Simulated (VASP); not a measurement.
Crystal: Ba.

```
Ba
1.0
     0.00000    4.38603    4.38603
     4.38603    0.00000    4.38603
     4.38603    4.38603    0.00000
Ba
2
Cartesian
  1.0965 1.0965 1.0965
  7.6755 7.6755 7.6755
```

This isn't the form of Ba at room conditions, which is bcc.

- Program: VASP 6.6.1
- Task: relaxation of cell and atoms
- Functional: r2SCAN
- Potentials or basis: VASP PAW PBE potentials, release 64 (Ba_sv)
- Cutoff: 600 eV
- k mesh: 6 × 6 × 6
- Occupations: fermi-dirac, width 0.1 eV
- Spin: no spin polarisation

At the start: pressure -0.7 GPa; volume 84.37 Å³/atom.

Problem. Where does the relaxation end?

Solution. Over 8 steps the energy falls by 136.8 meV/atom and the volume is 56.85 Å³/atom (-32.6 %); space group Fd-3m (No. 227, to 0.1 Å) before and after.

Step by step:
```tsv
step	energy change (eV)	largest force (eV/Å)	pressure (GPa)	volume (Å³)
1	0.0000	0.0000	-0.67	168.75
2	-0.0382	0.0000	-0.79	160.30
3	-0.1774	0.0000	-1.00	136.65
4	-0.1386	0.0000	3.11	96.56
5	-0.2513	0.0000	-0.66	123.12
6	-0.2649	0.0000	0.58	108.58
7	-0.2732	0.0000	-0.12	114.79
8	-0.2736	0.0000	-0.01	113.69
```

Final structure:
```
CELL_PARAMETERS angstrom
0.00000 3.84503 3.84503
3.84503 0.00000 3.84503
3.84503 3.84503 0.00000
ATOMIC_POSITIONS crystal
Ba 0.12500 0.12500 0.12500
Ba 0.87500 0.87500 0.87500
```

Caveat: the volume moved by over 15 % at a fixed basis, so the end points are rough; the PAW data sets were made with another functional, which shifts forces and pressure a little.
